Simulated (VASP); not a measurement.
# SnSe (P1) in VASP: single point with PBE

Aim: the single point of SnSe with PBE.

Program: VASP 6.6.1. These are calculated values, not measurements. Logs are shortened: lines on timing, memory, paths and dates and some standing lists are left out, and cuts for length are marked.

## Step 1: The cell of the first run

The typed cell holds 16 atoms: a = 8.443 Å, b = 8.443 Å, c = 8.443 Å, α = 60.00°, β = 60.00°, γ = 60.00°.

## Step 2: Single point, PBE

Contents of INCAR:

```
SYSTEM = SnSe
PREC = Accurate
ENCUT = 520
EDIFF = 1E-7
ISMEAR = -1
SIGMA = 0.02
LREAL = Auto
LASPH = .True.
NELM = 100
ALGO = Normal
ISIF = 2
LWAVE = .False.
LCHARG = .False.
GGA = PE
NBANDS = 94
```

Contents of KPOINTS:

```
Automatic mesh
0
Gamma
  2 2 2
  0 0 0
```

Contents of POSCAR:

```
SnSe
1.0
    0.0000000000      5.9697789912      5.9697789912
    5.9697789912      0.0000000000      5.9697789912
    5.9697789912      5.9697789912      0.0000000000
Sn Se
8 8
Direct
    0.0096873771      0.0080116031     -0.0112522591
   -0.0019074408     -0.0107114518      0.5048265613
   -0.0017334813      0.5134839170     -0.0008004484
   -0.0011679662      0.5028585655      0.5020818198
    0.4969939431     -0.0008554756      0.0083157182
    0.5087514135      0.0121551401      0.5003665135
    0.5073687827      0.5033019655     -0.0065757041
    0.5038379150      0.4804826115      0.5055006231
    0.2415831477      0.2544370574      0.2558965754
    0.2284388588      0.2596100295      0.7519971018
    0.2572715845      0.7573594444      0.2425378732
    0.2495933270      0.7604603130      0.7380068854
    0.7491593921      0.2421838400      0.2551295454
    0.7655447558      0.2363584987      0.7554713511
    0.7409764258      0.7725231548      0.2418591211
    0.7542205510      0.7495657723      0.7532382701
```

Potentials or basis: VASP PAW PBE potentials, release 64 (Sn_d, Se).

Launch:

```sh
cat potpaw_PBE.64/Sn_d/POTCAR potpaw_PBE.64/Se/POTCAR > POTCAR
mpirun -np 1 vasp_std > vasp.out
```

OUTCAR:

```text
SYSTEM = SnSe
   PREC = Accurate
   ENCUT = 520
   EDIFF = 1E-7
   ISMEAR = -1
   LREAL = Auto
   LASPH = .True.
   NELM = 100
   ISIF = 2
   GGA = PE

 ion  position               nearest neighbor table
   1  0.010  0.008  0.989-  10 2.81  14 2.85  12 2.98  13 2.99  11 2.99  15 3.01
   2  0.998  0.989  0.505-  16 2.89  12 2.90  11 2.95  14 2.97  13 2.98   9 3.04
   3  0.998  0.513  0.999-  16 2.93  12 2.98   9 2.99  15 3.00  10 3.00  13 3.11
   4  0.999  0.503  0.502-  10 2.86   9 2.95  16 2.97  14 2.99  11 3.06  15 3.09
   5  0.497  0.999  0.008-  15 2.85  11 2.88   9 3.00  16 3.01  14 3.02  10 3.13
   6  0.509  0.012  0.500-  13 2.81  16 2.98  15 2.98  10 2.99  12 3.05   9 3.06
[... 8 lines left out ...]
  15  0.741  0.773  0.242-   5 2.85   6 2.98   3 3.00   1 3.01   4 3.09   8 3.17
  16  0.754  0.750  0.753-   2 2.89   3 2.93   7 2.94   4 2.97   6 2.98   5 3.01

  LATTYP: Found a face centered cubic cell.
 ALAT       =    11.9395579824

  Lattice vectors:

 A1 = (   0.0000000000,   5.9697789912,   5.9697789912)
 A2 = (   5.9697789912,   0.0000000000,   5.9697789912)
 A3 = (   5.9697789912,   5.9697789912,   0.0000000000)

Analysis of symmetry for initial positions (statically):
=====================================================================
 Subroutine PRICEL returns:
 Original cell was already a primitive cell.

 Routine SETGRP: Setting up the symmetry group for a
 face centered cubic supercell.

 Subroutine GETGRP returns: Found  1 space group operations
 (whereof  1 operations were pure point group operations)
 out of a pool of 48 trial point group operations.

The static configuration has the point symmetry C_1 .

Analysis of symmetry for dynamics (positions and initial velocities):
=====================================================================
 Subroutine PRICEL returns:
 Original cell was already a primitive cell.

 Routine SETGRP: Setting up the symmetry group for a
 face centered cubic supercell.

 Subroutine GETGRP returns: Found  1 space group operations
 (whereof  1 operations were pure point group operations)
 out of a pool of 48 trial point group operations.

The dynamic configuration has the point symmetry C_1 .

 Subroutine INISYM returns: Found  1 space group operations
 (whereof  1 operations are pure point group operations),
 and found     1 'primitive' translations

----------------------------------------------------------------------------------------

                                     Primitive cell

  volume of cell :     425.5051

  direct lattice vectors                    reciprocal lattice vectors
     0.000000000  5.969778991  5.969778991    -0.083755194  0.083755194  0.083755194
     5.969778991  0.000000000  5.969778991     0.083755194 -0.083755194  0.083755194
     5.969778991  5.969778991  0.000000000     0.083755194  0.083755194 -0.083755194

  length of vectors
     8.442542414  8.442542414  8.442542414     0.145068252  0.145068252  0.145068252

  position of ions in fractional coordinates (direct lattice)
     0.009687377  0.008011603  0.988747741
     0.998092559  0.989288548  0.504826561
     0.998266519  0.513483917  0.999199552
     0.998832034  0.502858565  0.502081820
     0.496993943  0.999144524  0.008315718
     0.508751414  0.012155140  0.500366513
[... 8 lines left out ...]
     0.740976426  0.772523155  0.241859121
     0.754220551  0.749565772  0.753238270

  ion indices of the primitive-cell ions
   primitive index   ion index
                 1           1
                 2           2
                 3           3
                 4           4
                 5           5
                 6           6
[... 8 lines left out ...]
                15          15
                16          16

----------------------------------------------------------------------------------------

 KPOINTS: Automatic mesh

Automatic generation of k-mesh.
 Grid dimensions read from file:
 generate k-points for:    2    2    2

 Generating k-lattice:

  Cartesian coordinates                     Fractional coordinates (reciprocal lattice)
    -0.041877597  0.041877597  0.041877597     0.500000000  0.000000000  0.000000000
     0.041877597 -0.041877597  0.041877597     0.000000000  0.500000000  0.000000000
     0.041877597  0.041877597 -0.041877597     0.000000000  0.000000000  0.500000000

  Length of vectors
     0.072534126  0.072534126  0.072534126

  Shift w.r.t. Gamma in fractional coordinates (k-lattice)
     0.000000000  0.000000000  0.000000000

 Subroutine IBZKPT returns following result:
 ===========================================

 Found      8 irreducible k-points:

 Following reciprocal coordinates:
            Coordinates               Weight
  0.000000  0.000000  0.000000      1.000000
  0.500000  0.000000  0.000000      1.000000
  0.000000  0.500000  0.000000      1.000000
  0.000000  0.000000  0.500000      1.000000
  0.500000  0.500000  0.500000      1.000000
  0.500000  0.500000  0.000000      1.000000
  0.000000  0.500000  0.500000      1.000000
  0.500000  0.000000  0.500000      1.000000
   k-points           NKPTS =      8   k-points in BZ     NKDIM =      8   number of bands    NBANDS=     94
   number of dos      NEDOS =    301   number of ions     NIONS =     16
   total plane-waves  NPLWV = 262144
   dimension x,y,z NGX =    64 NGY =   64 NGZ =   64
   dimension x,y,z NGXF=   128 NGYF=  128 NGZF=  128
   ions per type =               8   8
   NGX,Y,Z   is equivalent  to a cutoff of  12.60, 12.60, 12.60 a.u.
   NGXF,Y,Z  is equivalent  to a cutoff of  25.21, 25.21, 25.21 a.u.
 SYSTEM =  SnSe
   PREC   = accura    normal or accurate (medium, high low for compatibility)
   ISTART =      0    job   : 0-new  1-cont  2-samecut
   ICHARG =      2    charge: 1-file 2-atom 10-const
   ISPIN  =      1    spin polarized calculation?
   LNONCOLLINEAR =      F non collinear calculations
   LSORBIT =      F    spin-orbit coupling
   LASPH  =      T    aspherical Exc in radial PAW
   ENCUT  =  520.0 eV  38.22 Ry    6.18 a.u.  15.70 15.70 15.70*2*pi/ulx,y,z
   NELM   =    100;   NELMIN=  2; NELMDL= -5     # of ELM steps
   EDIFF  = 0.1E-06   stopping-criterion for ELM
   LREAL  =      T    real-space projection
   EDIFFG = 0.1E-05   stopping-criterion for IOM
   NSW    =      0    number of steps for IOM
   IBRION =     -1    ionic relax: 0-MD 1-quasi-New 2-CG
   NFREE  =      0    steps in history (QN), initial steepest desc. (CG)
   ISIF   =      2    stress and relaxation
   ISYM   =      2    0-nonsym 1-usesym 2-fastsym
   POTIM  = 0.5000    time-step for ionic-motion
   TEBEG  =    0.0;   TEEND  =   0.0 temperature during run
   PSTRESS=    0.0 pullay stress
   NELECT =     160.0000    total number of electrons
   NUPDOWN=      -1.0000    fix difference up-down
   EMIN   =  10.00;   EMAX   =-10.00  energy-range for DOS
   EFERMI =   0.00;   METHOD = LEGACY
   ISMEAR =    -1;   SIGMA  =   0.02  broadening in eV -4-tet -1-fermi 0-gaus
   EFERMI_NEDOS =   21; number of points for ismear=-14 and -15
   IALGO  =     38    algorithm
   IMIX   =      4    mixing-type and parameters
     AMIX     =   0.40;   BMIX     =  1.00
     AMIX_MAG =   1.60;   BMIX_MAG =  1.00
  volume/ion in A,a.u.               =      26.59       179.47
  Fermi-wavevector in a.u.,A,eV,Ry     =   1.181626  2.232949 18.996987  1.396239
  Thomas-Fermi vector in A             =   2.317895
   LORBIT       =      0    0 simple, 1 ext, 2 COOP (PROOUT), +10 PAW based schemes
   GGA     = PE    functional components
   LHFCALC =     F    Hartree Fock is set to
   AEXX    =    0.0000 exact exchange contribution
   IVDW    =     0    specifies the selected vdW correction
   LEPSILON=     F    determine dielectric tensor
   LRPA    =     F    only Hartree local field effects (RPA)
 non-spin polarized calculation
  energy-cutoff  :      520.00
  volume of cell :      425.51
 maximum number of plane-waves:     11575
 NGX is ok and might be reduce to    64
   NGX = 31   NGY = 31   NGZ = 31

 number of electron     159.9999994 magnetization

 Free energy of the ion-electron system (eV)
  ---------------------------------------------------
  ext. energy  EPLUGINS =         0.00000000
  ---------------------------------------------------
  free energy    TOTEN  =       -65.85778345 eV

  energy without entropy =      -65.85778336  energy(sigma->0) =      -65.85778340

 E-fermi :   6.1224     XC(G=0):  -9.7380

 val. band max:        5.8252800481   @ k =   0.0000   0.0000   0.0000
 cond. band min:       6.4111725848   @ k =   0.0000   0.0000   0.0000
 fundamental gap:      0.5858925367
 Fermi energy:         6.1224497661

 k-point     1 :       0.0000    0.0000    0.0000
  band No.  band energies     occupation
      1     -15.8407      2.00000
      2     -15.8396      2.00000
      3     -15.8310      2.00000
      4     -15.8274      2.00000
      5     -15.8247      2.00000
      6     -15.8232      2.00000
[... 84 lines left out ...]
     91       7.1644      0.00000
     92       7.2303      0.00000

 k-point     2 :       0.5000    0.0000    0.0000
  band No.  band energies     occupation
      1     -15.8387      2.00000
      2     -15.8370      2.00000
      3     -15.8283      2.00000
      4     -15.8263      2.00000
      5     -15.8239      2.00000
      6     -15.8223      2.00000
[... 559 lines left out ...]
     91       8.0122      0.00000
     92       8.0500      0.00000

 k-point     8 :       0.5000    0.0000    0.5000
  band No.  band energies     occupation
      1     -15.8371      2.00000
      2     -15.8334      2.00000
      3     -15.8289      2.00000
      4     -15.8263      2.00000
      5     -15.8256      2.00000
      6     -15.8241      2.00000
[... 84 lines left out ...]
     91       7.7786      0.00000
     92       8.2889      0.00000
 [bands above 92 left out]

------------------------ aborting loop because EDIFF is reached ----------------------------------------

  FORCE on cell =-STRESS in cart. coord.  units (eV):
  Direction    XX          YY          ZZ          XY          YZ          ZX
  --------------------------------------------------------------------------------------
  -------------------------------------------------------------------------------------
  Total        2.5131522      3.6979365      3.8284853     -0.0108180      0.1516057      0.0308057
  in kB        9.4629081     13.9240405     14.4156030     -0.0407338      0.5708493      0.1159942
  external PRESSURE =      12.6008505 kB  Pullay stress =       0.0000000 kB

 VOLUME and BASIS-vectors are now :
 -----------------------------------------------------------------------------
  energy-cutoff  :      520.00
  volume of cell :      425.51
      direct lattice vectors                 reciprocal lattice vectors
     0.000000000  5.969778991  5.969778991    -0.083755194  0.083755194  0.083755194
     5.969778991  0.000000000  5.969778991     0.083755194 -0.083755194  0.083755194
     5.969778991  5.969778991  0.000000000     0.083755194  0.083755194 -0.083755194

 POSITION                                       TOTAL-FORCE (eV/Angst)
 -----------------------------------------------------------------------------------
      5.95043      5.96044      0.10566        -0.137953      0.163602     -0.480191
      8.91954      8.97209     11.86423         0.017662      0.119144      0.424213
      9.03039     11.92443      9.02482         0.085980      0.233749      0.061351
      5.99927      8.96012      8.96476        -0.169850     -0.191835     -0.015964
      6.01431      3.01659      8.93162         0.146746      0.047523      0.139490
      3.05964      6.02421      3.10970        -0.192907     -0.266308     -0.426063
[... 8 lines left out ...]
      6.05564      5.86731      9.03526        -0.148552      0.213166     -0.315905
      8.97141      8.99920      8.97727         0.096523     -0.157375     -0.154568
 -----------------------------------------------------------------------------------
    total drift:                               -0.005267      0.007742      0.023494

  FREE ENERGIE OF THE ION-ELECTRON SYSTEM (eV)
  ---------------------------------------------------
  free  energy   TOTEN  =       -65.8577834507 eV

  energy  without entropy=      -65.8577833556  energy(sigma->0) =      -65.85778340
```

Wall time 22 min (1 thread of Oxide Virtual Turin-like, shared host); peak memory 0.61 GiB.

What came out:

| Property | Result |
| --- | --- |
| Free energy | -65.8578 eV |
| Pressure | 1.3 GPa |
| Largest force | 0.603 eV/Å |
| Band gap on the k mesh | 0.59 eV |

Forces in eV/Å, atoms in the order of the input:
```
Sn  -0.138  0.164 -0.480
Sn   0.018  0.119  0.424
Sn   0.086  0.234  0.061
Sn  -0.170 -0.192 -0.016
Sn   0.147  0.048  0.139
Sn  -0.193 -0.266 -0.426
Sn  -0.011 -0.039 -0.285
Sn   0.268 -0.073  0.360
Se  -0.108  0.067  0.159
Se  -0.012  0.226  0.559
Se  -0.103  0.199 -0.324
Se  -0.029  0.277 -0.217
Se   0.087 -0.267  0.444
Se   0.211 -0.552  0.071
Se  -0.149  0.213 -0.316
Se   0.097 -0.157 -0.155
```

Stress tensor (GPa, compression positive):
```
0.95 0.00 0.01
0.00 1.39 0.06
0.01 0.06 1.44
```

Caveat: the k points lie up to 0.46 Å⁻¹ apart; the atoms stand as in a frame of molecular dynamics; semilocal functionals underestimate gaps, and a narrow one can read as zero; spin-orbit coupling is left out, which moves the levels of the heavy elements.
